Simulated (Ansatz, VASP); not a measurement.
## Two plane-wave programs on Mg2Zn3O

```
CELL_PARAMETERS angstrom
2.57776 1.48827 3.91382
-2.57776 1.48827 3.91382
0.00000 -2.97654 3.91382
ATOMIC_POSITIONS crystal
Mg 0.62234 0.62234 0.62234
Mg 0.37766 0.37766 0.37766
Zn 0.00000 0.50000 0.00000
Zn 0.50000 0.00000 0.00000
Zn 0.00000 0.00000 0.50000
O 0.00000 0.00000 0.00000
```

Change from the starting cell: species swapped into the Er2AlCo3 type (R-3m, No. 166).

Alike in both runs: functional PBE; k mesh 4 × 4 × 4; occupations gaussian, width 0.2 eV; no spin polarisation.

Ansatz relaxed the structure, and its values are those at the end. VASP's run is a single point on that final structure, the one shown.

```csv
,VASP,Ansatz
version,VASP 6.6.1,Ansatz 0.2.0
potentials or method,"VASP PAW PBE potentials, release 64 (Mg, Zn, O), cutoff 600 eV","scalar-relativistic, plane waves, PAW"
valence electrons in the cell,46,62
```

|  | VASP | Ansatz | Ansatz less VASP |
| --- | --- | --- | --- |
| gap on the k mesh at the Fermi level (eV) | none | none | - |
| pressure (GPa) | 0.0 | 0.0 | +0.01 |
| rms of the force components (eV/Å) | 0.016 | 0.016 | 0.0000 |

A gap of «none» marks a metal or a gap that the smearing closes. With one functional, cell and mesh, what is left measures potentials, basis and numerics. VASP's potentials hold 46 valence electrons a cell and Ansatz's 62, so a difference there can come from the potentials and not from the codes.

The k mesh is coarse, so the values compare programs but aren't converged.
